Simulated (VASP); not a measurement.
# Sr (Fm-3m) in VASP: a series of runs

Aim: see how the results for Sr move with the level of theory and the settings. Levels: B3LYP, PBE0+D3(BJ), PBE-based screened hybrid with 25 % exact exchange, PBEsol, r2SCANh+D4. Tasks: single point.

Program: VASP 6.6.1. These are calculated values, not measurements. Logs are shortened: lines on timing, memory, paths and dates and some standing lists are left out, and cuts for length are marked.

## Step 1: The cell of the first run

It takes space group Fm-3m (No. 225, cubic). The conventional cell has a = 6.085 Å, b = 6.085 Å, c = 6.085 Å, α = 90.00°, β = 90.00°, γ = 90.00°. Sr (site symmetry m-3m) has 12 Sr at 4.30 Å within 5.6 Å.

## Step 2: Single point, B3LYP

The input, POSCAR:

```
Sr
1.0
    0.0000000000      3.0423500000      3.0423500000
    3.0423500000      0.0000000000      3.0423500000
    3.0423500000      3.0423500000      0.0000000000
Sr
1
Direct
    0.0000000000      0.0000000000      0.0000000000
```

The input, INCAR.step1:

```
ALGO = Normal
EDIFF = 1E-5
ENCUT = 400
GGA = PE
GGA_COMPAT = False
ISIF = 2
ISMEAR = -1
LASPH = True
LCHARG = False
LREAL = False
LWAVE = True
NBANDS = 11
NELM = 120
PREC = Accurate
SIGMA = 0.15
```

The input, INCAR.step2:

```
AEXX = 0.2
AGGAC = 0.81
AGGAX = 0.72
ALDAC = 0.19
ALGO = Normal
EDIFF = 1E-6
ENCUT = 400
GGA = B3
GGA_COMPAT = False
ISIF = 2
ISMEAR = -1
ISTART = 1
LASPH = True
LCHARG = False
LHFCALC = True
LREAL = False
LWAVE = False
NBANDS = 11
NELM = 120
PREC = Accurate
PRECFOCK = Normal
SIGMA = 0.15
```

The input, KPOINTS:

```
k-points
0
Gamma
  5 5 5
```

Potentials or basis: VASP PAW PBE potentials, release 64 (Sr_sv).

The run is started by

```bash
$ cat potpaw_PBE.64/Sr_sv/POTCAR > POTCAR
$ cp INCAR.step1 INCAR
$ mpirun -np 1 vasp_std > vasp.out
$ cp INCAR.step2 INCAR
$ mpirun -np 1 vasp_std > vasp.out
```

OUTCAR:

```text
AEXX = 0.2
   EDIFF = 1E-6
   ENCUT = 400
   GGA = B3
   ISIF = 2
   ISMEAR = -1
   ISTART = 1
   LASPH = True
   LHFCALC = True
   LREAL = False
   NELM = 120
   PREC = Accurate
   PRECFOCK = Normal

 ion  position               nearest neighbor table
   1  0.000  0.000  0.000-

  LATTYP: Found a face centered cubic cell.
 ALAT       =     6.0847000000

  Lattice vectors:

 A1 = (   0.0000000000,   3.0423500000,   3.0423500000)
 A2 = (   3.0423500000,   0.0000000000,   3.0423500000)
 A3 = (   3.0423500000,   3.0423500000,   0.0000000000)

Analysis of symmetry for initial positions (statically):
=====================================================================
 Subroutine PRICEL returns:
 Original cell was already a primitive cell.

 Routine SETGRP: Setting up the symmetry group for a
 face centered cubic supercell.

 Subroutine GETGRP returns: Found 48 space group operations
 (whereof 48 operations were pure point group operations)
 out of a pool of 48 trial point group operations.

The static configuration has the point symmetry O_h .

Analysis of symmetry for dynamics (positions and initial velocities):
=====================================================================
 Subroutine PRICEL returns:
 Original cell was already a primitive cell.

 Routine SETGRP: Setting up the symmetry group for a
 face centered cubic supercell.

 Subroutine GETGRP returns: Found 48 space group operations
 (whereof 48 operations were pure point group operations)
 out of a pool of 48 trial point group operations.

The dynamic configuration has the point symmetry O_h .

 Subroutine INISYM returns: Found 48 space group operations
 (whereof 48 operations are pure point group operations),
 and found     1 'primitive' translations

----------------------------------------------------------------------------------------

                                     Primitive cell

  volume of cell :      56.3193

  direct lattice vectors                    reciprocal lattice vectors
     0.000000000  3.042350000  3.042350000    -0.164346640  0.164346640  0.164346640
     3.042350000  0.000000000  3.042350000     0.164346640 -0.164346640  0.164346640
     3.042350000  3.042350000  0.000000000     0.164346640  0.164346640 -0.164346640

  length of vectors
     4.302532631  4.302532631  4.302532631     0.284656730  0.284656730  0.284656730

  position of ions in fractional coordinates (direct lattice)
     0.000000000  0.000000000  0.000000000

  ion indices of the primitive-cell ions
   primitive index   ion index
                 1           1

----------------------------------------------------------------------------------------

 KPOINTS: k-points

Automatic generation of k-mesh.
 Grid dimensions read from file:
 generate k-points for:    5    5    5

 Generating k-lattice:

  Cartesian coordinates                     Fractional coordinates (reciprocal lattice)
    -0.032869328  0.032869328  0.032869328     0.200000000  0.000000000  0.000000000
     0.032869328 -0.032869328  0.032869328     0.000000000  0.200000000  0.000000000
     0.032869328  0.032869328 -0.032869328     0.000000000  0.000000000  0.200000000

  Length of vectors
     0.056931346  0.056931346  0.056931346

  Shift w.r.t. Gamma in fractional coordinates (k-lattice)
     0.000000000  0.000000000  0.000000000

 Subroutine IBZKPT returns following result:
 ===========================================

 Found     10 irreducible k-points:

 Following reciprocal coordinates:
            Coordinates               Weight
  0.000000  0.000000  0.000000      1.000000
  0.200000  0.000000  0.000000      8.000000
  0.400000  0.000000  0.000000      8.000000
  0.200000  0.200000  0.000000      6.000000
  0.400000  0.200000  0.000000     24.000000
 -0.400000  0.200000  0.000000     24.000000
 -0.200000  0.200000  0.000000     12.000000
  0.400000  0.400000  0.000000      6.000000
 -0.400000  0.400000  0.000000     12.000000
 -0.400000  0.400000  0.200000     24.000000
   k-points           NKPTS =     10   k-points in BZ     NKDIM =    125   number of bands    NBANDS=     11
   number of dos      NEDOS =    301   number of ions     NIONS =      1
   total plane-waves  NPLWV =  21952
   dimension x,y,z NGX =    28 NGY =   28 NGZ =   28
   dimension x,y,z NGXF=    56 NGYF=   56 NGZF=   56
   ions per type =               1
   NGX,Y,Z   is equivalent  to a cutoff of  10.82, 10.82, 10.82 a.u.
   NGXF,Y,Z  is equivalent  to a cutoff of  21.64, 21.64, 21.64 a.u.
 SYSTEM =  unknown system
   PREC   = accura    normal or accurate (medium, high low for compatibility)
   ISTART =      1    job   : 0-new  1-cont  2-samecut
   ICHARG =      0    charge: 1-file 2-atom 10-const
   ISPIN  =      1    spin polarized calculation?
   LNONCOLLINEAR =      F non collinear calculations
   LSORBIT =      F    spin-orbit coupling
   LASPH  =      T    aspherical Exc in radial PAW
   ENCUT  =  400.0 eV  29.40 Ry    5.42 a.u.   7.02  7.02  7.02*2*pi/ulx,y,z
   NELM   =    120;   NELMIN=  2; NELMDL=  0     # of ELM steps
   EDIFF  = 0.1E-05   stopping-criterion for ELM
   LREAL  =      F    real-space projection
   EDIFFG = 0.1E-04   stopping-criterion for IOM
   NSW    =      0    number of steps for IOM
   IBRION =     -1    ionic relax: 0-MD 1-quasi-New 2-CG
   NFREE  =      0    steps in history (QN), initial steepest desc. (CG)
   ISIF   =      2    stress and relaxation
   ISYM   =      3    0-nonsym 1-usesym 2-fastsym
   POTIM  = 0.5000    time-step for ionic-motion
   TEBEG  =    0.0;   TEEND  =   0.0 temperature during run
   PSTRESS=    0.0 pullay stress
   NELECT =      10.0000    total number of electrons
   NUPDOWN=      -1.0000    fix difference up-down
   EMIN   =  10.00;   EMAX   =-10.00  energy-range for DOS
   EFERMI =   0.00;   METHOD = LEGACY
   ISMEAR =    -1;   SIGMA  =   0.15  broadening in eV -4-tet -1-fermi 0-gaus
   EFERMI_NEDOS =   21; number of points for ismear=-14 and -15
   IALGO  =     38    algorithm
   IMIX   =      1    mixing-type and parameters
     AMIX     =   0.40;   BMIX     =  1.00
     AMIX_MAG =   1.60;   BMIX_MAG =  1.00
  volume/ion in A,a.u.               =      56.32       380.06
  Fermi-wavevector in a.u.,A,eV,Ry     =   0.920144  1.738819 11.519569  0.846664
  Thomas-Fermi vector in A             =   2.045416
   LORBIT       =      0    0 simple, 1 ext, 2 COOP (PROOUT), +10 PAW based schemes
   GGA     = B3    functional components
   LHFCALC =     T    Hartree Fock is set to
   PRECFOCK=normal    Normal, Fast or Accurate (Low or Medium for compatibility)
   ENCUT4O =  -1.0   cutoff for four orbital integrals eV
   NKREDX  =     1    reduce k-point grid by
   NKREDY  =     1    reduce k-point grid by
   NKREDZ  =     1    reduce k-point grid by
   AEXX    =    0.2000 exact exchange contribution
   HFSCREEN=    0.0000 screening length (either q_TF or 0.3 A-1)
   HFSCREENC=   0.0000 screening length for correlation (either q_TF or 0.3 A-1)
   ENCUTFOCK=  -1.0 apply spherical cutoff to Coloumb kernel
   IVDW    =     0    specifies the selected vdW correction
   LEPSILON=     F    determine dielectric tensor
   LRPA    =     F    only Hartree local field effects (RPA)
 non-spin polarized calculation
  energy-cutoff  :      400.00
  volume of cell :       56.32
 maximum number of plane-waves:      1032
  NGX = 24; NGY = 24; NGZ = 24

 number of electron      10.0000000 magnetization

 Free energy of the ion-electron system (eV)
  ---------------------------------------------------
  ext. energy  EPLUGINS =         0.00000000
  ---------------------------------------------------
  free energy    TOTEN  =        -1.01043599 eV

  energy without entropy =       -0.98043372  energy(sigma->0) =       -0.99543486

 E-fermi :   1.7199     XC(G=0):  -5.8248

 val. band max:        1.3533274194   @ k =  -0.4000   0.4000   0.0000
 cond. band min:       2.1333178158   @ k =  -0.4000   0.2000   0.0000
 fundamental gap:      0.7799903964
 Fermi energy:         1.7198545436

 k-point     1 :       0.0000    0.0000    0.0000
  band No.  band energies     occupation
      1     -37.7057      2.00000
      2     -18.5906      2.00000
      3     -18.5906      2.00000
      4     -18.5906      2.00000
      5      -2.6770      2.00000
      6       4.7320      0.00000
      7       4.7320      0.00000
      8       4.7320      0.00000
      9       6.1821      0.00000
     10       6.1821      0.00000
     11       9.6434      0.00000

 k-point     2 :       0.2000    0.0000    0.0000
  band No.  band energies     occupation
      1     -37.7011      2.00000
      2     -18.6597      2.00000
      3     -18.5996      2.00000
      4     -18.5996      2.00000
      5      -1.9745      2.00000
      6       3.9186      0.00000
      7       4.9018      0.00000
      8       4.9018      0.00000
      9       6.0204      0.00000
     10       6.0204      0.00000
     11       9.6444      0.00000

 k-point     3 :       0.4000    0.0000    0.0000
  band No.  band energies     occupation
      1     -37.6936      2.00000
      2     -18.7672      2.00000
      3     -18.6144      2.00000
      4     -18.6144      2.00000
      5      -0.2319      2.00000
      6       2.5412      0.00834
      7       4.6192      0.00000
      8       4.6192      0.00000
      9       6.9222      0.00000
     10       6.9222      0.00000
     11       8.1251      0.00000
[... 71 lines left out ...]
 k-point     9 :      -0.4000    0.4000    0.0000
  band No.  band energies     occupation
      1     -37.6883      2.00000
      2     -18.7492      2.00000
      3     -18.6894      2.00000
      4     -18.6507      2.00000
      5       1.3533      1.84017
      6       2.5859      0.00620
      7       3.0570      0.00027
      8       6.0214      0.00000
      9       6.1894      0.00000
     10       7.2294      0.00000
     11       8.0894      0.00000

 k-point    10 :      -0.4000    0.4000    0.2000
  band No.  band energies     occupation
      1     -37.6892      2.00000
      2     -18.7359      2.00000
      3     -18.6901      2.00000
      4     -18.6488      2.00000
      5       1.1291      1.96178
      6       2.8683      0.00095
      7       2.9611      0.00051
      8       5.0650      0.00000
      9       6.7643      0.00000
     10       7.1568      0.00000
     11       8.2493      0.00000

------------------------ aborting loop because EDIFF is reached ----------------------------------------

  FORCE on cell =-STRESS in cart. coord.  units (eV):
  Direction    XX          YY          ZZ          XY          YZ          ZX
  --------------------------------------------------------------------------------------
  -------------------------------------------------------------------------------------
  Total        0.0138210      0.0138210      0.0138210      0.0000000      0.0000000      0.0000000
  in kB        0.3931800      0.3931800      0.3931800      0.0000000      0.0000000      0.0000000
  external PRESSURE =       0.3931800 kB  Pullay stress =       0.0000000 kB

 VOLUME and BASIS-vectors are now :
 -----------------------------------------------------------------------------
  energy-cutoff  :      400.00
  volume of cell :       56.32
      direct lattice vectors                 reciprocal lattice vectors
     0.000000000  3.042350000  3.042350000    -0.164346640  0.164346640  0.164346640
     3.042350000  0.000000000  3.042350000     0.164346640 -0.164346640  0.164346640
     3.042350000  3.042350000  0.000000000     0.164346640  0.164346640 -0.164346640

 POSITION                                       TOTAL-FORCE (eV/Angst)
 -----------------------------------------------------------------------------------
      0.00000      0.00000      0.00000         0.000000      0.000000      0.000000
 -----------------------------------------------------------------------------------
    total drift:                                0.000000     -0.000000      0.000000

  FREE ENERGIE OF THE ION-ELECTRON SYSTEM (eV)
  ---------------------------------------------------
  free  energy   TOTEN  =        -1.0104359879 eV

  energy  without entropy=       -0.9804337229  energy(sigma->0) =       -0.99543486
```

It took 11 min on 1 thread of Intel Xeon Platinum 8488C (Sapphire Rapids), shared host; peak memory 0.16 GiB.

The run converged, but its numbers aren't listed here, since they failed a check.

Caveat: the mesh shows a gap though the element is a metal; the PAW data sets were made with another functional, which shifts forces and pressure a little.

## Step 3: Single point, PBE0+D3(BJ) (58.57 Å³/atom)

This run uses another cell than the first one, of 58.57 Å³/atom.

The input, POSCAR:

```
Sr
1.0
    0.0000000000      3.0823855100      3.0823855100
    3.0823855100      0.0000000000      3.0823855100
    3.0823855100      3.0823855100      0.0000000000
Sr
1
Direct
    0.0000000000      0.0000000000      0.0000000000
```

The input, INCAR.step1:

```
SYSTEM = Sr
PREC = Accurate ; ENCUT = 400
EDIFF = 1E-5 ; ISMEAR = -1
SIGMA = 0.05 ; LREAL = .False.
LASPH = .True. ; NELM = 120
ALGO = Normal ; ISIF = 2
LWAVE = .True. ; LCHARG = .False.
NBANDS = 11 ; GGA = PE
GGA_COMPAT = .False.
```

The input, INCAR.step2:

```
SYSTEM = Sr
PREC = Accurate ; ENCUT = 400
EDIFF = 1E-6 ; ISMEAR = -1
SIGMA = 0.05 ; LREAL = .False.
LASPH = .True. ; NELM = 120
ALGO = Normal ; ISIF = 2
LWAVE = .False. ; LCHARG = .False.
GGA = PE ; LHFCALC = .True.
AEXX = 0.25 ; PRECFOCK = Normal
IVDW = 12 ; NBANDS = 11
ISTART = 1 ; GGA_COMPAT = .False.
```

The input, KPOINTS:

```
Automatic mesh
0
Gamma
  5 5 5
  0 0 0
```

Potentials or basis: VASP PAW PBE potentials, release 64 (Sr_sv).

The run is started by

```bash
$ cat potpaw_PBE.64/Sr_sv/POTCAR > POTCAR
$ cp INCAR.step1 INCAR
$ mpirun -np 1 vasp_std > vasp.out
$ cp INCAR.step2 INCAR
$ mpirun -np 1 vasp_std > vasp.out
```

Wall time 6 min (1 thread of Intel Xeon Platinum 8488C (Sapphire Rapids), shared host); peak memory 0.17 GiB.

The run converged, but its numbers aren't listed here, since they failed a check.

Caveat: the mesh shows a gap though the element is a metal; the PAW data sets were made with another functional, which shifts forces and pressure a little.

(Continued in part 2 of 3.)
